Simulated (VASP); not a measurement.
HfHCl3: relaxation of cell and atoms with PBE

Crystal: HfHCl3.

```
Hf H Cl
1.0
     7.38966    0.00000    0.12287
     0.00000    8.26446    0.00000
    -1.89945    0.00000    5.79871
Hf H Cl
2 2 6
Cartesian
  5.8458 7.3437 4.4843
  6.7956 0.9207 1.5849
  0.3548 7.7230 0.4620
  -0.5949 0.5415 3.3613
  0.6303 6.5846 4.6597
  4.5603 5.4176 4.7127
  5.1847 7.2858 1.9903
  1.5801 1.6799 1.7604
  5.5100 2.8469 1.8134
  4.2350 0.9786 4.8896
```

| Quantity | Value |
| --- | --- |
| Program | VASP 6.6.1 |
| Task | relaxation of cell and atoms |
| Functional | PBE |
| Potentials or basis | VASP PAW PBE potentials, release 64 (Hf_pv, H, Cl) |
| Cutoff | 600 eV |
| k mesh | 4 × 4 × 4 |
| Occupations | gaussian, width 0.02 eV |
| Spin | no spin polarisation |
| Dipole correction | no |
| Further INCAR settings | ALGO = Normal; EDIFF = 1e-06; IBRION = 2; EDIFFG = -0.01; NSW = 100; ISIF = 3 |

| Quantity | Value |
| --- | --- |
| Relaxed volume | 35.44 Å³/atom |
| Relaxed cell | a = 7.379 Å, b = 8.253 Å, c = 6.091 Å, α = 90.00°, β = 107.18°, γ = 90.00° |
| Space group after relaxing (to 0.1 Å) | Pc (No. 7) |
| Energy gained by relaxing | 0.2 meV/atom |
| Ionic steps | 6 |
| Pressure after relaxing | 0.0 GPa |
| Largest force after relaxing | 0.009 eV/Å |
| Band gap on the k mesh | 3.84 eV |

Forces on the atoms (eV/Å):
```
Hf   0.005  0.002 -0.001
Hf   0.005 -0.002 -0.001
H    0.003 -0.002  0.006
H    0.003  0.002  0.006
Cl  -0.008  0.004 -0.002
Cl   0.000  0.004 -0.003
Cl   0.001  0.001  0.001
Cl  -0.008 -0.004 -0.002
Cl   0.000 -0.004 -0.003
Cl   0.001 -0.001  0.001
```

The path:
```
step  energy change (eV)  largest force (eV/Å)  pressure (GPa)  volume (Å³)
   1              0.0000                0.1047           -0.24       356.06
   2              0.0000                0.1285            0.22       353.29
   3             -0.0018                0.0399           -0.01       354.67
   4             -0.0020                0.0107            0.01       354.40
   5             -0.0020                0.0100            0.02       354.42
   6             -0.0020                0.0093            0.02       354.43
```

Final structure:
```
Hf H Cl
1.0
     7.37832    0.00000    0.12317
     0.00000    8.25340    0.00000
    -1.89614    0.00000    5.78864
Hf H Cl
2 2 6
Direct
  0.98441 0.88861 0.75244
  0.98441 0.11139 0.25244
  0.06809 0.93449 0.07813
  0.06809 0.06551 0.57813
  0.28993 0.79684 0.79736
  0.82170 0.65577 0.79523
  0.78587 0.88177 0.32683
  0.28993 0.20316 0.29736
  0.82170 0.34423 0.29523
  0.78587 0.11823 0.82683
```

Levels at points of the mesh, in eV from the valence-band top:
| k point | band 29 | band 30 | band 31 | band 32 | band 33 | band 34 | band 35 | band 36 |
| --- | --- | --- | --- | --- | --- | --- | --- | --- |
| (0.00, 0.00, 0.00) | -0.55 | -0.38 | -0.23 | 0.00 | 3.84 | 4.37 | 4.45 | 4.72 |
| (0.50, 0.00, 0.00) | -0.55 | -0.39 | -0.25 | -0.03 | 3.88 | 4.41 | 4.43 | 4.69 |
| (0.00, 0.50, 0.00) | -0.51 | -0.49 | -0.25 | -0.01 | 3.93 | 4.37 | 4.46 | 4.64 |
| (0.50, 0.50, 0.00) | -0.52 | -0.48 | -0.27 | -0.06 | 3.97 | 4.42 | 4.43 | 4.64 |
| (0.00, 0.00, 0.50) | -0.51 | -0.51 | -0.13 | -0.13 | 3.86 | 3.86 | 4.69 | 4.69 |
| (0.50, 0.00, 0.50) | -0.51 | -0.51 | -0.13 | -0.13 | 3.85 | 3.85 | 4.70 | 4.70 |
| (0.00, 0.50, 0.50) | -0.56 | -0.56 | -0.14 | -0.14 | 3.89 | 3.89 | 4.69 | 4.69 |
| (0.50, 0.50, 0.50) | -0.59 | -0.59 | -0.14 | -0.14 | 3.87 | 3.87 | 4.71 | 4.71 |

Run time: 4.6 min on 4 MPI ranks on Intel(R) Xeon(R) 6975P-C (Granite Rapids), on a shared host, peak memory 0.81 GiB a rank.

Caveat: spin-orbit coupling is left out, which moves the levels of the heavy elements; this functional lacks dispersion, which binds layers or chains, so the pressure and a relaxed spacing across them are unreliable. A k mesh can miss the band edges.
